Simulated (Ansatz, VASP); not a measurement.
**One calculation of Al2O3, two programs**

File INCAR:

```
PREC = Accurate ; ENCUT = 600
EDIFF = 1E-6 ; ISMEAR = -1
SIGMA = 0.05 ; LREAL = F
LASPH = T ; NELM = 60
ALGO = Normal ; ISIF = 3
LWAVE = F ; LCHARG = F
GGA = PS ; IVDW = 13
IBRION = 2 ; NSW = 60
EDIFFG = -0.01
```

KPOINTS

```
Automatic mesh
0
Gamma
  7 7 7
```

File POSCAR:

```
Al2O3
1.0
    2.3802500000      1.3742379782      4.3318666667
   -2.3802500000      1.3742379782      4.3318666667
    0.0000000000     -2.7484759565      4.3318666667
Al O
4 6
Direct
    0.8521600000      0.8521600000      0.8521600000
    0.6478400000      0.6478400000      0.6478400000
    0.1478400000      0.1478400000      0.1478400000
    0.3521600000      0.3521600000      0.3521600000
    0.0566800000      0.7500000000      0.4433200000
    0.7500000000      0.4433200000      0.0566800000
    0.4433200000      0.0566800000      0.7500000000
    0.9433200000      0.2500000000      0.5566800000
    0.2500000000      0.5566800000      0.9433200000
    0.5566800000      0.9433200000      0.2500000000
```

The input input.yaml:

```yaml
crystal:
  lattice:
    - [2.38025, 1.3742379782, 4.3318666667]
    - [-2.38025, 1.3742379782, 4.3318666667]
    - [0.0, -2.7484759565, 4.3318666667]
  atoms:
    - { symbol: Al, position: [0.85216, 0.85216, 0.85216] }
    - { symbol: Al, position: [0.64784, 0.64784, 0.64784] }
    - { symbol: Al, position: [0.14784, 0.14784, 0.14784] }
    - { symbol: Al, position: [0.35216, 0.35216, 0.35216] }
    - { symbol: O, position: [0.05668, 0.75, 0.44332] }
    - { symbol: O, position: [0.75, 0.44332, 0.05668] }
    - { symbol: O, position: [0.44332, 0.05668, 0.75] }
    - { symbol: O, position: [0.94332, 0.25, 0.55668] }
    - { symbol: O, position: [0.25, 0.55668, 0.94332] }
    - { symbol: O, position: [0.55668, 0.94332, 0.25] }
hamiltonian:
  xc: pbesol
  pseudopotentials: { kind: paw }
  dispersion: d4
kpoints:
  mp_grid: { grid: [7, 7, 7] }
scf:
  occupations: { method: fermi_dirac, width: 0.05 }
output:
  forces: true
  stress: true
relax:
  f_tol: 0.01
  max_steps: 40
  cell: { stress_tol: 0.05 }
```

Alike in both runs: task relaxation of cell and atoms; functional PBEsol; dispersion D4; k mesh 7 × 7 × 7; occupations fermi-dirac, width 0.05 eV; no spin polarisation.

|  | VASP | Ansatz |
| --- | --- | --- |
| version | VASP 6.6.1 | Ansatz 0.2.0 |
| potentials or method | VASP PAW PBE potentials, release 64 (Al, O) | Ansatz PAW |
| plane-wave cutoff (eV) | 600 | 420 |
| valence electrons in the cell | 48 | 48 |

Ansatz gave:

- relaxed volume (Å³/atom): 8.47
- relaxed length of the cell vector where the two differ most in proportion (Å): 5.120

Problem. What did VASP give for the same quantities?

Solution. Relaxed volume (Å³/atom): 8.46; relaxed length of the cell vector where the two differ most in proportion (Å): 5.118.

VASP's potentials were made for PBE, not for PBEsol.

Noted on Ansatz's run: odd divisions of the mesh miss points on the zone boundary, where band edges often lie, so the gap on the mesh can be too wide; the plane-wave basis is chosen anew once the cell has moved, so the energies of steps on either side of that aren't comparable.
